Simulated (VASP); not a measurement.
# Si6Ru in VASP: notebook

The runs below take Si6Ru through single point, with PBEsol.

Program: VASP 6.6.1. These are calculated values, not measurements. Logs are shortened: lines on timing, memory, paths and dates and some standing lists are left out, and cuts for length are marked.

### Step 1. The cell of the first run

The cell holds a slab with vacuum, 7 atoms: a = 3.842 Å, b = 3.842 Å, c = 26.058 Å, α = 90.00°, β = 90.00°, γ = 120.00°.

### Step 2. Single point, PBEsol, collinear spin, ferromagnetic start

File INCAR:

```
PREC = Accurate
ENCUT = 400
EDIFF = 1E-6
ISMEAR = 0
SIGMA = 0.05
LREAL = F
LASPH = T
NELM = 200
ALGO = Normal
ISIF = 2
LWAVE = F
LCHARG = F
ISPIN = 2
MAGMOM = 0 0 0 0 0 0 4
LORBIT = 11
LMAXMIX = 4
LDIPOL = T
IDIPOL = 3
DIPOL = 0.5 0.5 0.494
GGA = PS
NBANDS = 32
GGA_COMPAT = F
NELMDL = -8
```

File KPOINTS:

```
regular mesh
0
Gamma
  9 9 1
```

File POSCAR:

```
Si6Ru
1.0
    3.8417168278      0.0000000000      0.0000000000
   -1.9208584139      3.3270243670      0.0000000000
    0.0000000000      0.0000000000     26.0576844733
Si Ru
6 1
Direct
    0.3333333333      0.6666666667      0.3261993601
    0.0000000000      0.0000000000      0.3562936366
    0.0000000000      0.0000000000      0.4465764664
    0.6666666667      0.3333333333      0.4763954679
    0.6666666667      0.3333333333      0.5671949603
    0.3333333333      0.6666666667      0.5990657635
    0.3333333333      0.6666666667      0.6842848456
```

Potentials or basis: VASP PAW PBE potentials, release 64 (Si, Ru_pv).

On the command line:

```console
> cat potpaw_PBE.64/Si/POTCAR potpaw_PBE.64/Ru_pv/POTCAR > POTCAR
> mpirun -np 1 vasp_std > vasp.out
```

OUTCAR:

```text
PREC = Accurate
   ENCUT = 400
   EDIFF = 1E-6
   ISMEAR = 0
   LREAL = F
   LASPH = T
   NELM = 200
   ISIF = 2
   ISPIN = 2
   LORBIT = 11
   GGA = PS
   NELMDL = -8

 ion  position               nearest neighbor table
   1  0.333  0.667  0.326-   2 2.35   2 2.35   2 2.35
   2  0.000  0.000  0.356-   1 2.35   1 2.35   1 2.35   3 2.35
   3  0.000  0.000  0.447-   4 2.35   4 2.35   4 2.35   2 2.35
   4  0.667  0.333  0.476-   3 2.35   3 2.35   3 2.35   5 2.37
   5  0.667  0.333  0.567-   4 2.37   6 2.37   6 2.37   6 2.37
   6  0.333  0.667  0.599-   7 2.22   5 2.37   5 2.37   5 2.37
   7  0.333  0.667  0.684-   6 2.22

  LATTYP: Found a hexagonal cell.
 ALAT       =     3.8417168278
 C/A-ratio  =     6.7828227955

  Lattice vectors:

 A1 = (   3.8417168278,   0.0000000000,   0.0000000000)
 A2 = (  -1.9208584139,   3.3270243670,   0.0000000000)
 A3 = (   0.0000000000,   0.0000000000,  26.0576844733)

Analysis of symmetry for initial positions (statically):
=====================================================================
 Subroutine PRICEL returns:
 Original cell was already a primitive cell.

 Routine SETGRP: Setting up the symmetry group for a
 hexagonal supercell.

 Subroutine GETGRP returns: Found  6 space group operations
 (whereof  6 operations were pure point group operations)
 out of a pool of 24 trial point group operations.

The static configuration has the point symmetry C_3v.

Analysis of symmetry for dynamics (positions and initial velocities):
=====================================================================
 Subroutine PRICEL returns:
 Original cell was already a primitive cell.

 Routine SETGRP: Setting up the symmetry group for a
 hexagonal supercell.

 Subroutine GETGRP returns: Found  6 space group operations
 (whereof  6 operations were pure point group operations)
 out of a pool of 24 trial point group operations.

The dynamic configuration has the point symmetry C_3v.

Analysis of structural, dynamic, and magnetic symmetry:
=====================================================================
 Subroutine PRICEL returns:
 Original cell was already a primitive cell.

 Routine SETGRP: Setting up the symmetry group for a
 hexagonal supercell.

 Subroutine GETGRP returns: Found  6 space group operations
 (whereof  6 operations were pure point group operations)
 out of a pool of 24 trial point group operations.

The overall configuration has the point symmetry C_3v.

 Subroutine INISYM returns: Found  6 space group operations
 (whereof  6 operations are pure point group operations),
 and found     1 'primitive' translations

----------------------------------------------------------------------------------------

                                     Primitive cell

  volume of cell :     333.0559

  direct lattice vectors                    reciprocal lattice vectors
     3.841716828  0.000000000  0.000000000     0.260300289  0.150284442  0.000000000
    -1.920858414  3.327024367  0.000000000     0.000000000  0.300568884  0.000000000
     0.000000000  0.000000000 26.057684473     0.000000000  0.000000000  0.038376395

  length of vectors
     3.841716828  3.841716828 26.057684473     0.300568884  0.300568884  0.038376395

  position of ions in fractional coordinates (direct lattice)
     0.333333333  0.666666667  0.326199360
     0.000000000  0.000000000  0.356293637
     0.000000000  0.000000000  0.446576466
     0.666666667  0.333333333  0.476395468
     0.666666667  0.333333333  0.567194960
     0.333333333  0.666666667  0.599065764
     0.333333333  0.666666667  0.684284846

  ion indices of the primitive-cell ions
   primitive index   ion index
                 1           1
[... 37 lines left out ...]
  0.222222  0.000000  0.000000      6.000000
  0.333333 -0.000000  0.000000      6.000000
  0.444444  0.000000  0.000000      6.000000
  0.111111  0.111111  0.000000      6.000000
  0.222222  0.111111  0.000000     12.000000
  0.333333  0.111111  0.000000     12.000000
  0.444444  0.111111  0.000000      6.000000
  0.222222  0.222222  0.000000      6.000000
  0.333333  0.222222  0.000000     12.000000
  0.333333  0.333333  0.000000      2.000000
   k-points           NKPTS =     12   k-points in BZ     NKDIM =     12   number of bands    NBANDS=     32
   number of dos      NEDOS =    301   number of ions     NIONS =      7
   total plane-waves  NPLWV = 141120
   dimension x,y,z NGX =    28 NGY =   28 NGZ =  180
   dimension x,y,z NGXF=    56 NGYF=   56 NGZF=  360
   ions per type =               6   1
   NGX,Y,Z   is equivalent  to a cutoff of  12.12, 12.12, 11.48 a.u.
   NGXF,Y,Z  is equivalent  to a cutoff of  24.23, 24.23, 22.97 a.u.
 SYSTEM =  unknown system
   PREC   = accura    normal or accurate (medium, high low for compatibility)
   ISTART =      0    job   : 0-new  1-cont  2-samecut
   ICHARG =      2    charge: 1-file 2-atom 10-const
   ISPIN  =      2    spin polarized calculation?
   LNONCOLLINEAR =      F non collinear calculations
   LSORBIT =      F    spin-orbit coupling
   LASPH  =      T    aspherical Exc in radial PAW
   ENCUT  =  400.0 eV  29.40 Ry    5.42 a.u.   6.26  6.26 42.49*2*pi/ulx,y,z
   NELM   =    200;   NELMIN=  2; NELMDL= -8     # of ELM steps
   EDIFF  = 0.1E-05   stopping-criterion for ELM
   LREAL  =      F    real-space projection
[... 7 lines left out ...]
   TEBEG  =    0.0;   TEEND  =   0.0 temperature during run
   PSTRESS=    0.0 pullay stress
   NELECT =      38.0000    total number of electrons
   NUPDOWN=      -1.0000    fix difference up-down
   EMIN   =  10.00;   EMAX   =-10.00  energy-range for DOS
   EFERMI =   0.00;   METHOD = LEGACY
   ISMEAR =     0;   SIGMA  =   0.05  broadening in eV -4-tet -1-fermi 0-gaus
   EFERMI_NEDOS =   21; number of points for ismear=-14 and -15
   IALGO  =     38    algorithm
   IMIX   =      4    mixing-type and parameters
     AMIX     =   0.40;   BMIX     =  1.00
     AMIX_MAG =   1.60;   BMIX_MAG =  1.00
  volume/ion in A,a.u.               =      47.58       321.08
  Fermi-wavevector in a.u.,A,eV,Ry     =   0.794018  1.500476  8.577990  0.630464
  Thomas-Fermi vector in A             =   1.900068
   LORBIT       =     11    0 simple, 1 ext, 2 COOP (PROOUT), +10 PAW based schemes
   GGA     = PS    functional components
   LHFCALC =     F    Hartree Fock is set to
   AEXX    =    0.0000 exact exchange contribution
   IVDW    =     0    specifies the selected vdW correction
   LEPSILON=     F    determine dielectric tensor
   LRPA    =     F    only Hartree local field effects (RPA)
 spin polarized calculation
 Gauss-broadening in eV      SIGMA  =   0.05
  energy-cutoff  :      400.00
  volume of cell :      333.06
 maximum number of plane-waves:      6085
 NGX is ok and might be reduce to    28
   NGX = 13   NGY = 13   NGZ = 85

 dipolmoment           0.000000      0.000000      0.085823 electrons x Angstroem

 number of electron      37.9999998 magnetization       1.6906879

 dipolmoment           0.000000      0.000000     -0.044610 electrons x Angstroem

 Free energy of the ion-electron system (eV)
  ---------------------------------------------------
  ext. energy  EPLUGINS =         0.00000000
  ---------------------------------------------------
  free energy    TOTEN  =       -38.28348685 eV

  energy without entropy =      -38.27411100  energy(sigma->0) =      -38.27879893

 E-fermi :  -0.1600     XC(G=0):  -4.8545

 val. band max:       -0.1659587923   @ k =   0.3333  -0.0000   0.0000
 cond. band min:      -0.1540897191   @ k =   0.3333   0.2222   0.0000
 fundamental gap:      0.0118690733
 Fermi energy:        -0.1600310178

 spin component 1

 k-point     1 :       0.0000    0.0000    0.0000
  band No.  band energies     occupation
      1     -42.4324      1.00000
      2     -42.4324      1.00000
      3     -42.2806      1.00000
      4     -11.7726      1.00000
      5     -10.9260      1.00000
      6     -10.0686      1.00000
[... 397 lines left out ...]
     30       5.7926      0.00000
     31       6.0226      0.00000
 Fermi energy:        -0.1600310178

 spin component 2

 k-point     1 :       0.0000    0.0000    0.0000
  band No.  band energies     occupation
      1     -41.4386      1.00000
      2     -41.1271      1.00000
      3     -41.1271      1.00000
      4     -11.7725      1.00000
      5     -10.9106      1.00000
      6     -10.0671      1.00000
[... 397 lines left out ...]
     30       5.7978      0.00000
     31       6.0457      0.00000
 [bands above 31 left out]

------------------------ aborting loop because EDIFF is reached ----------------------------------------

 vacuum level on the upper side and lower side of the slab       (xc-potential included)        -0.410         0.235

  FORCE on cell =-STRESS in cart. coord.  units (eV):
  Direction    XX          YY          ZZ          XY          YZ          ZX
  --------------------------------------------------------------------------------------
  -------------------------------------------------------------------------------------
  Total       -4.3342519     -4.3342519     -0.2003820      0.0000000     -0.0000000     -0.0000000
  in kB      -20.8500730    -20.8500730     -0.9639448      0.0000000     -0.0000000     -0.0000000
  external PRESSURE =     -14.2213636 kB  Pullay stress =       0.0000000 kB

 VOLUME and BASIS-vectors are now :
 -----------------------------------------------------------------------------
  energy-cutoff  :      400.00
  volume of cell :      333.06
      direct lattice vectors                 reciprocal lattice vectors
     3.841716828  0.000000000  0.000000000     0.260300289  0.150284442  0.000000000
    -1.920858414  3.327024367  0.000000000     0.000000000  0.300568884  0.000000000
     0.000000000  0.000000000 26.057684473     0.000000000  0.000000000  0.038376395

 POSITION                                       TOTAL-FORCE (eV/Angst)
 -----------------------------------------------------------------------------------
     -0.00000      2.21802      8.50000        -0.000000     -0.000000      0.648468
      0.00000      0.00000      9.28419        -0.000000     -0.000000     -0.814214
      0.00000      0.00000     11.63675        -0.000000     -0.000000      0.189871
      1.92086      1.10901     12.41376        -0.000000     -0.000000     -0.019392
      1.92086      1.10901     14.77979         0.000000     -0.000000     -0.024537
     -0.00000      2.21802     15.61027        -0.000000     -0.000000      0.005583
     -0.00000      2.21802     17.83088         0.000000      0.000000      0.014220
 -----------------------------------------------------------------------------------
    total drift:                                0.000000     -0.000000     -0.000408

  FREE ENERGIE OF THE ION-ELECTRON SYSTEM (eV)
  ---------------------------------------------------
  free  energy   TOTEN  =       -38.2834868517 eV

  energy  without entropy=      -38.2741110040  energy(sigma->0) =      -38.27879893

 vacuum level on the upper side and lower side of the slab         3.882         4.518

 total charge

# of ion       s       p       d       tot
------------------------------------------
    1        0.804   0.843   0.000   1.646
    2        0.758   0.915   0.000   1.674
    3        0.769   0.903   0.000   1.673
    4        0.764   0.926   0.000   1.690
    5        0.780   0.888   0.000   1.668
    6        0.774   0.909   0.000   1.683
    7        0.268   6.025   6.099  12.392
--------------------------------------------------
tot          4.917  11.408   6.099  22.425

 magnetization (x)

# of ion       s       p       d       tot
------------------------------------------
    1        0.001  -0.007   0.000  -0.006
    2       -0.001   0.001   0.000  -0.000
    3       -0.003  -0.005   0.000  -0.008
    4       -0.001  -0.002   0.000  -0.003
    5        0.000   0.034   0.000   0.034
    6       -0.006  -0.022   0.000  -0.028
    7        0.007   0.002   1.573   1.583
--------------------------------------------------
tot         -0.003   0.000   1.573   1.571
```

It took 7.7 min on 1 thread of Intel Xeon 6975P-C (Granite Rapids), shared host; peak memory 0.52 GiB.

What came out:

* Free energy: -38.2835 eV
* Largest force: 0.814 eV/Å
* Net moment: 1.69 μB per cell
* Site moments: Si -0.01, -0.00, +0.03, -0.03 (each value once); Ru +1.58 μB
* Valence electrons inside the program's atomic spheres: Si 1.65, 1.67, 1.69, 1.68 (each value once); Ru 12.39

Forces in eV/Å, atoms in the order of the input:
```
Si   0.000  0.000  0.648
Si   0.000  0.000 -0.814
Si   0.000  0.000  0.190
Si   0.000  0.000 -0.019
Si   0.000  0.000 -0.025
Si   0.000  0.000  0.006
Ru   0.000  0.000  0.014
```

Levels at points of the mesh, in eV from the Fermi level:
Spin up:
```tsv
k point	band 17	band 18	band 19	band 20	band 21	band 22	band 23	band 24
(0.00, 0.00, 0.00)	-0.24	-0.24	0.18	0.21	0.21	1.34	1.77	2.73
```
Spin down:
| k point | band 14 | band 15 | band 16 | band 17 | band 18 | band 19 | band 20 | band 21 | band 22 | band 23 |
| --- | --- | --- | --- | --- | --- | --- | --- | --- | --- | --- |
| (0.00, 0.00, 0.00) | -0.75 | -0.17 | -0.17 | 0.03 | 0.03 | 0.23 | 0.60 | 0.60 | 1.41 | 1.76 |

Caveat: the PAW data sets were made with another functional, which shifts forces and pressure a little.

### Step 3. Single point, PBEsol, collinear spin, ferromagnetic start

File INCAR:

```
ALGO     = Normal         # electronic algorithm
DIPOL    = 0.5 0.5 0.485
EDIFF    = 1E-6           # SCF threshold, eV
ENCUT    = 400            # plane-wave cutoff, eV
GGA      = PS             # functional
GGA_COMPAT= False        
IDIPOL   = 3            
ISIF     = 2              # what is computed and relaxed
ISMEAR   = 0              # smearing method
ISPIN    = 2              # spin polarisation
LASPH    = True           # aspherical terms in the spheres
LCHARG   = False          # write CHGCAR
LDIPOL   = True         
LMAXMIX  = 4              # l up to which the mixer works
LORBIT   = 11             # projections on sites
LREAL    = False          # projectors in reciprocal space
LWAVE    = False          # write WAVECAR
MAGMOM   = 0 0 0 0 0 0 4  # initial moments
NBANDS   = 32             # bands
NELM     = 200            # most SCF steps
NELMDL   = -8           
PREC     = Accurate       # precision mode
SIGMA    = 0.05           # smearing width, eV
```

File KPOINTS:

```
k-points
0
Gamma
  9 9 1
```

File POSCAR:

```
Si6Ru
1.0
    3.8417168278      0.0000000000      0.0000000000
   -1.9208584139      3.3270243670      0.0000000000
    0.0000000000      0.0000000000     26.0576844733
Si Ru
6 1
Direct
    0.3333333333      0.6666666667      0.3261993601
    0.0000000000      0.0000000000      0.3562936366
    0.0000000000      0.0000000000      0.4465764664
    0.6666666667      0.3333333333      0.4759752173
    0.6666666667      0.3333333333      0.5662912819
    0.3333333333      0.6666666667      0.6120599568
    0.0000000000      0.0000000000      0.6116358986
```

Potentials or basis: VASP PAW PBE potentials, release 64 (Si, Ru_pv).

On the command line:

```console
> cat potpaw_PBE.64/Si/POTCAR potpaw_PBE.64/Ru_pv/POTCAR > POTCAR
> mpirun -np 1 vasp_std > vasp.out
```

Wall time 6.5 min (1 thread of Intel Xeon 6975P-C (Granite Rapids), shared host); peak memory 0.52 GiB.

The run converged. Its results:

```yaml
Free_energy: -42.2074 eV
Largest_force: 0.638 eV/Å
Net_moment: 0.93 μB per cell
Site_moments: Si +0.21, +0.02, +0.04, +0.01, +0.00 (each value once); Ru +0.04 μB
Valence_electrons_inside_the_program's_atomic_spheres: Si 1.65, 1.68, 1.70, 1.60, 1.74 (each value once); Ru 13.10
```

Forces in eV/Å, atoms in the order of the input:
```
Si   0.000  0.000  0.493
Si   0.000  0.000 -0.638
Si   0.000  0.000  0.135
Si   0.000  0.000  0.002
Si   0.000  0.000 -0.016
Si   0.000  0.000 -0.001
Ru   0.000  0.000  0.025
```

Levels at points of the mesh, in eV from the Fermi level:
Spin up:
| k point | band 16 | band 17 | band 18 | band 19 | band 20 | band 21 | band 22 | band 23 |
| --- | --- | --- | --- | --- | --- | --- | --- | --- |
| (0.00, 0.00, 0.00) | -1.08 | -0.44 | -0.44 | 0.18 | 1.37 | 1.84 | 2.21 | 2.21 |
Spin down:
| k point | band 14 | band 15 | band 16 | band 17 | band 18 | band 19 | band 20 | band 21 | band 22 | band 23 |
| --- | --- | --- | --- | --- | --- | --- | --- | --- | --- | --- |
| (0.00, 0.00, 0.00) | -1.20 | -0.99 | -0.99 | -0.30 | -0.30 | 0.68 | 1.43 | 1.95 | 2.26 | 2.26 |

Caveat: a moment this small can come from the mesh or the smearing; the PAW data sets were made with another functional, which shifts forces and pressure a little.

(Part 1 of 2 ends here.)
